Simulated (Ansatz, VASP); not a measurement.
# Pb in VASP and in Ansatz

POSCAR

```
Pb
1.0
    4.2893122621      0.0000000000      0.0000000000
   -2.1446561311      3.7146533838      0.0000000000
    0.0000000000      0.0000000000      2.6522274270
Pb
3
Direct
    0.0000000000      0.0000000000      0.0000000000
    0.3333333333      0.6666666667      0.5000000000
    0.6666666667      0.3333333333      0.5000000000
```

File INCAR.step1:

```
PREC     = Accurate       # precision mode
ENCUT    = 600            # plane-wave cutoff, eV
ISMEAR   = 0              # smearing method
SIGMA    = 0.1            # smearing width, eV
LREAL    = F              # projectors in reciprocal space
LASPH    = T              # aspherical terms in the spheres
NELM     = 60             # most SCF steps
GGA      = PE             # functional
ALGO     = Normal         # electronic algorithm
EDIFF    = 1E-4           # SCF threshold, eV
LWAVE    = T              # write WAVECAR
LCHARG   = F              # write CHGCAR
```

The input INCAR.step2:

```
PREC     = Accurate       # precision mode
ENCUT    = 600            # plane-wave cutoff, eV
EDIFF    = 1E-6           # SCF threshold, eV
ISMEAR   = 0              # smearing method
SIGMA    = 0.1            # smearing width, eV
LREAL    = F              # projectors in reciprocal space
LASPH    = T              # aspherical terms in the spheres
NELM     = 60             # most SCF steps
ALGO     = Normal         # electronic algorithm
ISIF     = 3              # what is computed and relaxed
LWAVE    = F              # write WAVECAR
LCHARG   = F              # write CHGCAR
METAGGA  = R2SCAN         # meta-GGA
LMIXTAU  = T            
IBRION   = 2              # ionic algorithm
NSW      = 80             # ionic steps
EDIFFG   = -0.05          # ionic threshold
ISTART   = 1
```

Contents of KPOINTS:

```
Automatic mesh
0
Gamma
  6 6 8
```

Input for Ansatz:

```yaml
crystal:
  lattice:
    - [4.2893122621, 0.0, 0.0]
    - [-2.1446561311, 3.7146533838, 0.0]
    - [0.0, 0.0, 2.652227427]
  atoms:
    - { symbol: Pb, position: [0.0, 0.0, 0.0] }
    - { symbol: Pb, position: [0.3333333333, 0.6666666667, 0.5] }
    - { symbol: Pb, position: [0.6666666667, 0.3333333333, 0.5] }
basis:
  ecutwfc: 500
kpoints:
  mp_grid: { grid: [6, 6, 8] }
hamiltonian:
  xc: r2scan
scf:
  occupations: { method: gaussian, width: 0.1 }
output:
  forces: true
  stress: true
  eigenvalues: true
relax:
  adjacent_minimum: "off"
  f_tol: 0.05
  max_steps: 60
  cell: { stress_tol: 0.5 }
```

Alike in both runs: task relaxation of cell and atoms; functional r2SCAN; k mesh 6 × 6 × 8; occupations gaussian, width 0.1 eV; no spin polarisation.

```csv
,VASP,Ansatz
version,VASP 6.6.1,Ansatz 0.2.0
potentials or method,"VASP PAW PBE potentials, release 64 (Pb_d), cutoff 600 eV","scalar-relativistic, plane waves, PAW"
valence electrons in the cell,42,42
```

|  | VASP | Ansatz | Ansatz less VASP |
| --- | --- | --- | --- |
| gap on the k mesh at the Fermi level, each at its own relaxed structure (eV) | none | none | - |
| relaxed volume (Å³/atom) | 30.91 | 31.13 | +0.216 |
| relaxed length of the cell vector where the two differ most in proportion (Å) | 5.651 | 5.666 | +0.0151 |

VASP's potentials were made for PBE, not for r2SCAN. A gap of «none» marks a metal or a gap that the smearing closes.

Spin-orbit coupling is off throughout. Noted on VASP's run: the volume moved by over 15 % at a fixed basis, so the end points are rough.
